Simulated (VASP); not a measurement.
Be3CdTe4, 8 atoms in the cell. The typed cell holds 8 atoms: a = 5.920 Å, b = 5.919 Å, c = 7.194 Å, α = 114.29°, β = 114.27°, γ = 90.01°. 

| Quantity | Value |
| --- | --- |
| Program | VASP 6.6.1 |
| Task | single point |
| Functional | PBE |
| Potentials or basis | VASP PAW PBE potentials, release 64 (Be, Cd, Te) |
| Cutoff | 520 eV |
| k mesh | 4 × 4 × 4 |
| Occupations | gaussian, width 0.1 eV |
| Spin | no spin polarisation |
| Dipole correction | no |
| Further INCAR settings | ALGO = Normal; EDIFF = 1e-07; NBANDS = 31 |

Potentials or basis: VASP PAW PBE potentials, release 64 (Be, Cd, Te).

Launch:

```console
$ cat potpaw_PBE.64/Be/POTCAR potpaw_PBE.64/Cd/POTCAR potpaw_PBE.64/Te/POTCAR > POTCAR
$ mpirun -np 1 vasp_std > vasp.out
```

Hardware: 1 thread of Intel Xeon 8259CL, on a shared host.

**Question.** Estimate the wall time of this run.

**Answer.** It took 6.5 min on 1 thread of Intel Xeon 8259CL, with other jobs on the host, peak memory 0.48 GiB. Counts: scf iterations 16, k points 36.
